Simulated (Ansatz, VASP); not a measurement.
**Al: VASP beside Ansatz**

File INCAR:

```
SYSTEM = Al
ALGO = Normal
EDIFF = 1E-6
ENCUT = 500
GGA = PS
GGA_COMPAT = .FALSE.
ISIF = 2
ISMEAR = 0
LASPH = .TRUE.
LCHARG = .FALSE.
LREAL = .FALSE.
LWAVE = .FALSE.
NBANDS = 8
NELM = 120
PREC = Accurate
SIGMA = 0.1
```

The input KPOINTS:

```
k-points
0
G
  18 18 18
  0 0 0
```

Contents of POSCAR:

```
Al
1.0
   -1.6067198614      1.6067198614      1.6067198614
    1.6067198614     -1.6067198614      1.6067198614
    1.6067198614      1.6067198614     -1.6067198614
Al
1
Direct
    0.0000000000      0.0000000000      0.0000000000
```

Input for Ansatz:

```yaml
crystal:
  lattice:
    - [-1.6067198614, 1.6067198614, 1.6067198614]
    - [1.6067198614, -1.6067198614, 1.6067198614]
    - [1.6067198614, 1.6067198614, -1.6067198614]
  atoms:
    - { symbol: Al, position: [0.0, 0.0, 0.0] }
basis:
  ecutwfc: 600.0
kpoints:
  mp_grid: { grid: [18, 18, 18] }
hamiltonian:
  xc: pbesol
scf:
  occupations: { method: gaussian, width: 0.1 }
output:
  forces: true
  stress: true
  eigenvalues: true
```

Alike in both runs: task single point; functional PBEsol; k mesh 18 × 18 × 18; occupations gaussian, width 0.1 eV; no spin polarisation.

|  | VASP | Ansatz |
| --- | --- | --- |
| version | VASP 6.6.1 | Ansatz 0.2.0 |
| potentials or method | VASP PAW PBE potentials, release 64 (Al), cutoff 500 eV | scalar-relativistic, plane waves, PAW |
| valence electrons in the cell | 3 | 3 |

```tsv
	VASP	Ansatz	Ansatz less VASP
gap on the k mesh at the Fermi level (eV)	none	none	-
pressure (GPa)	0.1	0.0	-0.06
```

VASP's potentials were made for PBE, not for PBEsol. A gap of «none» marks a metal or a gap that the smearing closes.
